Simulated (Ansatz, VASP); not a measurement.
## CdSe in VASP and in Ansatz

```xyz
2
Lattice="0.0000 2.8694 2.8694 2.8694 0.0000 2.8694 2.8694 2.8694 0.0000" Properties=species:S:1:pos:R:3 pbc="T T T"
Cd    0.0000    0.0000    0.0000
Se    2.8694    2.8694    2.8694
```

Alike in both runs: functional PBE; k mesh 14 × 14 × 14; occupations fermi-dirac, width 0.1 eV; no spin polarisation.

Ansatz relaxed the structure, and its values are those at the end. VASP's run is a single point on that final structure, the one shown.

|  | VASP | Ansatz |
| --- | --- | --- |
| version | VASP 6.6.1 | Ansatz 0.2.0 |
| potentials or method | VASP PAW PBE potentials, release 64 (Cd, Se) | PAW with Ansatz's default frozen-core files, scalar-relativistic |
| plane-wave cutoff (eV) | 520 | 420 |
| valence electrons in the cell | 18 | 36 |

```tsv
	VASP	Ansatz	Ansatz less VASP
pressure (GPa)	0.3	0.0	-0.33
```

VASP's potentials hold 18 valence electrons a cell and Ansatz's 36, so a difference there can come from the potentials and not from the codes.
